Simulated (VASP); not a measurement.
# Re (P-3m1) in VASP: further runs

Runs on Re. Level: PBE. Tasks: single point.

Program: VASP 6.6.1. These are calculated values, not measurements. Logs are shortened: lines on timing, memory, paths and dates and some standing lists are left out, and cuts for length are marked.

## 1. The cell of the first run

The structure is trigonal, space group P-3m1 (No. 164). Conventional cell: a = 2.775 Å, b = 2.775 Å, c = 4.484 Å, α = 90.00°, β = 90.00°, γ = 120.00°. Within 3.4 Å of Re (site symmetry 3m) lie 12 Re at 2.60 to 2.92 Å.

## 2. Single point, PBE (atoms displaced along a vibrational mode)

The input, INCAR:

```
PREC     = Accurate       # precision mode
ENCUT    = 520            # plane-wave cutoff, eV
EDIFF    = 1E-6           # SCF threshold, eV
ISMEAR   = 0              # smearing method
SIGMA    = 0.15           # smearing width, eV
LREAL    = F              # projectors in reciprocal space
LASPH    = T              # aspherical terms in the spheres
NELM     = 60             # most SCF steps
ALGO     = Fast           # electronic algorithm
ISIF     = 2              # what is computed and relaxed
LWAVE    = F              # write WAVECAR
LCHARG   = F              # write CHGCAR
GGA      = PE             # functional
NBANDS   = 14             # bands
```

The input, KPOINTS:

```
Automatic mesh
0
Gamma
  18 18 10
```

The input, POSCAR:

```
Re
1.0
    2.7748241524      0.0000000000      0.0000000000
   -1.3874120762      2.4030682070      0.0000000000
    0.0000000000      0.0000000000      4.4842238099
Re
2
Direct
    0.3333333333      0.6666666667      0.2283240079
    0.6666666667      0.3333333333      0.7716759921
```

Potentials or basis: VASP PAW PBE potentials, release 64 (Re).

Run with:

```sh
> cat potpaw_PBE.64/Re/POTCAR > POTCAR
> mpirun -np 1 vasp_std > vasp.out
```

OUTCAR:

```text
PREC = Accurate
   ENCUT = 520
   EDIFF = 1E-6
   ISMEAR = 0
   LREAL = F
   LASPH = T
   NELM = 60
   ISIF = 2
   GGA = PE

 ion  position               nearest neighbor table
   1  0.333  0.667  0.228-   2 2.60   2 2.60   2 2.60   2 2.92   2 2.92   2 2.92
   2  0.667  0.333  0.772-   1 2.60   1 2.60   1 2.60   1 2.92   1 2.92   1 2.92

  LATTYP: Found a hexagonal cell.
 ALAT       =     2.7748241524
 C/A-ratio  =     1.6160389140

  Lattice vectors:

 A1 = (   2.7748241524,   0.0000000000,   0.0000000000)
 A2 = (  -1.3874120762,   2.4030682070,   0.0000000000)
 A3 = (   0.0000000000,   0.0000000000,   4.4842238099)

Analysis of symmetry for initial positions (statically):
=====================================================================
 Subroutine PRICEL returns:
 Original cell was already a primitive cell.

 Routine SETGRP: Setting up the symmetry group for a
 hexagonal supercell.

 Subroutine GETGRP returns: Found 12 space group operations
 (whereof 12 operations were pure point group operations)
 out of a pool of 24 trial point group operations.

The static configuration has the point symmetry D_3d.

Analysis of symmetry for dynamics (positions and initial velocities):
=====================================================================
 Subroutine PRICEL returns:
 Original cell was already a primitive cell.

 Routine SETGRP: Setting up the symmetry group for a
 hexagonal supercell.

 Subroutine GETGRP returns: Found 12 space group operations
 (whereof 12 operations were pure point group operations)
 out of a pool of 24 trial point group operations.

The dynamic configuration has the point symmetry D_3d.

 Subroutine INISYM returns: Found 12 space group operations
 (whereof 12 operations are pure point group operations),
 and found     1 'primitive' translations

----------------------------------------------------------------------------------------

                                     Primitive cell

  volume of cell :      29.9012

  direct lattice vectors                    reciprocal lattice vectors
     2.774824152  0.000000000  0.000000000     0.360383197  0.208067336  0.000000000
    -1.387412076  2.403068207  0.000000000     0.000000000  0.416134672  0.000000000
     0.000000000  0.000000000  4.484223810     0.000000000  0.000000000  0.223004034

  length of vectors
     2.774824152  2.774824152  4.484223810     0.416134672  0.416134672  0.223004034

  position of ions in fractional coordinates (direct lattice)
     0.333333333  0.666666667  0.228324008
     0.666666667  0.333333333  0.771675992

  ion indices of the primitive-cell ions
   primitive index   ion index
                 1           1
                 2           2

----------------------------------------------------------------------------------------

 KPOINTS: Automatic mesh

Automatic generation of k-mesh.
 Grid dimensions read from file:
 generate k-points for:   18   18   10

 Generating k-lattice:

  Cartesian coordinates                     Fractional coordinates (reciprocal lattice)
     0.020021289  0.011559296  0.000000000     0.055555556  0.000000000  0.000000000
     0.000000000  0.023118593  0.000000000     0.000000000  0.055555556  0.000000000
     0.000000000  0.000000000  0.022300403     0.000000000  0.000000000  0.100000000

  Length of vectors
     0.023118593  0.023118593  0.022300403

  Shift w.r.t. Gamma in fractional coordinates (k-lattice)
     0.000000000  0.000000000  0.000000000

 Subroutine IBZKPT returns following result:
 ===========================================

 Found    330 irreducible k-points:

 Following reciprocal coordinates:
            Coordinates               Weight
  0.000000  0.000000  0.000000      1.000000
  0.055556  0.000000  0.000000      6.000000
  0.111111  0.000000  0.000000      6.000000
  0.166667  0.000000  0.000000      6.000000
  0.222222  0.000000  0.000000      6.000000
  0.277778  0.000000  0.000000      6.000000
[... 16 lines left out ...]
  0.333333  0.111111  0.000000     12.000000
  0.388889  0.111111  0.000000     12.000000
 [... further k-points ...]
   k-points           NKPTS =    330   k-points in BZ     NKDIM =    330   number of bands    NBANDS=     14
   number of dos      NEDOS =    301   number of ions     NIONS =      2
   total plane-waves  NPLWV =  20736
   dimension x,y,z NGX =    24 NGY =   24 NGZ =   36
   dimension x,y,z NGXF=    48 NGYF=   48 NGZF=   72
   ions per type =               2
   NGX,Y,Z   is equivalent  to a cutoff of  14.38, 14.38, 13.35 a.u.
   NGXF,Y,Z  is equivalent  to a cutoff of  28.76, 28.76, 26.69 a.u.
 SYSTEM =  unknown system
   PREC   = accura    normal or accurate (medium, high low for compatibility)
   ISTART =      0    job   : 0-new  1-cont  2-samecut
   ICHARG =      2    charge: 1-file 2-atom 10-const
   ISPIN  =      1    spin polarized calculation?
   LNONCOLLINEAR =      F non collinear calculations
   LSORBIT =      F    spin-orbit coupling
   LASPH  =      T    aspherical Exc in radial PAW
   ENCUT  =  520.0 eV  38.22 Ry    6.18 a.u.   5.16  5.16  8.34*2*pi/ulx,y,z
   NELM   =     60;   NELMIN=  2; NELMDL= -5     # of ELM steps
   EDIFF  = 0.1E-05   stopping-criterion for ELM
   LREAL  =      F    real-space projection
   EDIFFG = 0.1E-04   stopping-criterion for IOM
   NSW    =      0    number of steps for IOM
   IBRION =     -1    ionic relax: 0-MD 1-quasi-New 2-CG
   NFREE  =      0    steps in history (QN), initial steepest desc. (CG)
   ISIF   =      2    stress and relaxation
   ISYM   =      2    0-nonsym 1-usesym 2-fastsym
   POTIM  = 0.5000    time-step for ionic-motion
   TEBEG  =    0.0;   TEEND  =   0.0 temperature during run
   PSTRESS=    0.0 pullay stress
   NELECT =      14.0000    total number of electrons
   NUPDOWN=      -1.0000    fix difference up-down
   EMIN   =  10.00;   EMAX   =-10.00  energy-range for DOS
   EFERMI =   0.00;   METHOD = LEGACY
   ISMEAR =     0;   SIGMA  =   0.15  broadening in eV -4-tet -1-fermi 0-gaus
   EFERMI_NEDOS =   21; number of points for ismear=-14 and -15
   IALGO  =     68    algorithm
   IMIX   =      4    mixing-type and parameters
     AMIX     =   0.40;   BMIX     =  1.00
     AMIX_MAG =   1.60;   BMIX_MAG =  1.00
  volume/ion in A,a.u.               =      14.95       100.89
  Fermi-wavevector in a.u.,A,eV,Ry     =   1.271221  2.402260 21.987070  1.616004
  Thomas-Fermi vector in A             =   2.404166
   LORBIT       =      0    0 simple, 1 ext, 2 COOP (PROOUT), +10 PAW based schemes
   GGA     = PE    functional components
   LHFCALC =     F    Hartree Fock is set to
   AEXX    =    0.0000 exact exchange contribution
   IVDW    =     0    specifies the selected vdW correction
   LEPSILON=     F    determine dielectric tensor
   LRPA    =     F    only Hartree local field effects (RPA)
 non-spin polarized calculation
 RMM-DIIS sequential band-by-band and
 Gauss-broadening in eV      SIGMA  =   0.15
  energy-cutoff  :      520.00
  volume of cell :       29.90
 maximum number of plane-waves:       817
 NGX is ok and might be reduce to    24
   NGX = 11   NGY = 11   NGZ = 17

 number of electron      13.9999999 magnetization

 Free energy of the ion-electron system (eV)
  ---------------------------------------------------
  ext. energy  EPLUGINS =         0.00000000
  ---------------------------------------------------
  free energy    TOTEN  =       -24.75448442 eV

  energy without entropy =      -24.74147600  energy(sigma->0) =      -24.74798021

 E-fermi :   7.5973     XC(G=0): -13.6124

 val. band max:        7.5798624210   @ k =   0.3889   0.0556   0.2000
 cond. band min:       7.6081553995   @ k =   0.0000   0.4444   0.4000
 fundamental gap:      0.0282929786
 Fermi energy:         7.5972583013

 k-point     1 :       0.0000    0.0000    0.0000
  band No.  band energies     occupation
      1      -2.0503      2.00000
      2       1.0897      2.00000
      3       6.0014      2.00000
      4       6.0014      2.00000
      5       6.1143      2.00000
      6       6.6104      2.00000
      7       6.6104      2.00000
      8       8.1801      0.00000
      9       8.1801      0.00000
     10       8.6431      0.00000
     11      11.1741      0.00000
     12      11.1741      0.00000
     13      16.8055      0.00000
     14      21.7329      0.00000

 k-point     2 :       0.0556    0.0000    0.0000
  band No.  band energies     occupation
      1      -1.9248      2.00000
      2       1.2066      2.00000
      3       5.6457      2.00000
      4       6.1116      2.00000
      5       6.4148      2.00000
      6       6.5171      2.00000
      7       6.6760      2.00000
      8       7.9601      0.00062
      9       8.1284      0.00000
     10       8.2951      0.00000
     11      11.2409      0.00000
     12      11.7646      0.00000
     13      16.8436      0.00000
     14      22.0123      0.00000

 k-point     3 :       0.1111    0.0000    0.0000
  band No.  band energies     occupation
      1      -1.5589      2.00000
      2       1.5356      2.00000
      3       5.1796      2.00000
      4       6.2218      2.00000
      5       6.4282      2.00000
      6       6.7131      2.00000
      7       6.8234      2.00000
      8       7.2327      1.99941
      9       8.0218      0.00006
     10       8.0636      0.00001
     11      11.4087      0.00000
     12      12.9429      0.00000
     13      16.9209      0.00000
     14      22.7844      0.00000
[... 324 lines left out ...]
 k-point    23 :       0.3333    0.1111    0.0000
  band No.  band energies     occupation
      1       1.9518      2.00000
      2       2.3291      2.00000
      3       2.9769      2.00000
      4       4.9808      2.00000
      5       5.6432      2.00000
      6       6.5135      2.00000
      7       6.9282      2.00000
      8       9.9851      0.00000
      9      10.8184      0.00000
     10      11.8598      0.00000
     11      12.2663      0.00000
     12      16.9316      0.00000
     13      17.6487      0.00000
     14      19.3496      0.00000

 k-point    24 :       0.3889    0.1111    0.0000
  band No.  band energies     occupation
      1       2.0569      2.00000
      2       2.2530      2.00000
      3       2.7350      2.00000
      4       5.3401      2.00000
      5       5.6913      2.00000
      6       6.3940      2.00000
      7       7.1889      1.99988
      8      10.8786      0.00000
      9      11.3263      0.00000
     10      11.8402      0.00000
     11      13.2166      0.00000
     12      15.9304      0.00000
     13      17.4979      0.00000
     14      18.6667      0.00000

 [... further k-points ...]

------------------------ aborting loop because EDIFF is reached ----------------------------------------

  FORCE on cell =-STRESS in cart. coord.  units (eV):
  Direction    XX          YY          ZZ          XY          YZ          ZX
  --------------------------------------------------------------------------------------
  -------------------------------------------------------------------------------------
  Total        0.7119095      0.7119095      1.6239781      0.0000000      0.0000000      0.0000000
  in kB       38.1457820     38.1457820     87.0165609      0.0000000      0.0000000      0.0000000
  external PRESSURE =      54.4360416 kB  Pullay stress =       0.0000000 kB

 VOLUME and BASIS-vectors are now :
 -----------------------------------------------------------------------------
  energy-cutoff  :      520.00
  volume of cell :       29.90
      direct lattice vectors                 reciprocal lattice vectors
     2.774824152  0.000000000  0.000000000     0.360383197  0.208067336  0.000000000
    -1.387412076  2.403068207  0.000000000     0.000000000  0.416134672  0.000000000
     0.000000000  0.000000000  4.484223810     0.000000000  0.000000000  0.223004034

 POSITION                                       TOTAL-FORCE (eV/Angst)
 -----------------------------------------------------------------------------------
     -0.00000      1.60205      1.02386         0.000000     -0.000000      1.623555
      1.38741      0.80102      3.46037        -0.000000      0.000000     -1.623555
 -----------------------------------------------------------------------------------
    total drift:                                0.000000     -0.000000      0.000000

  FREE ENERGIE OF THE ION-ELECTRON SYSTEM (eV)
  ---------------------------------------------------
  free  energy   TOTEN  =       -24.7544844197 eV

  energy  without entropy=      -24.7414759966  energy(sigma->0) =      -24.74798021
```

It took 2.9 min on 1 thread of Oxide Virtual Turin-like, shared host; peak memory 0.22 GiB.

Results:

```
Free energy            : -24.7545 eV
Pressure               : 5.4 GPa
Largest force          : 1.624 eV/Å
Band gap on the k mesh : zero (bands 7 and 8 overlap by 3.01 eV)
```

Forces in eV/Å, atoms in the order of the input:
```
Re   0.000  0.000  1.624
Re   0.000  0.000 -1.624
```

Stress tensor (GPa, compression positive):
```
3.81 0.00 0.00
0.00 3.81 0.00
0.00 0.00 8.70
```

Levels at points of the mesh, in eV from the Fermi level:
| k point | band 4 | band 5 | band 6 | band 7 | band 8 | band 9 | band 10 | band 11 |
| --- | --- | --- | --- | --- | --- | --- | --- | --- |
| (0.00, 0.00, 0.00) | -1.60 | -1.48 | -0.99 | -0.99 | 0.58 | 0.58 | 1.05 | 3.58 |
| (0.50, 0.00, 0.00) | -1.91 | -1.57 | -1.17 | -0.36 | 3.92 | 4.25 | 4.74 | 6.03 |
| (0.00, 0.00, 0.50) | -1.76 | -1.76 | -1.65 | -1.65 | -1.15 | 2.24 | 2.24 | 3.18 |
| (0.50, 0.00, 0.50) | -3.29 | -0.41 | 1.00 | 1.11 | 1.40 | 4.04 | 4.10 | 4.44 |

Caveat: the cell differs from its parent crystal (atoms displaced along a vibrational mode); the cell stands under pressure; spin-orbit coupling is left out, which moves the levels of the heavy elements; forces of over 1 eV/Å act on the atoms, so gaps and moduli don't describe the material at rest.

(Part 1 of 2 ends here.)

The gap in the log of VASP goes by the Fermi energy; the results here count the filled bands.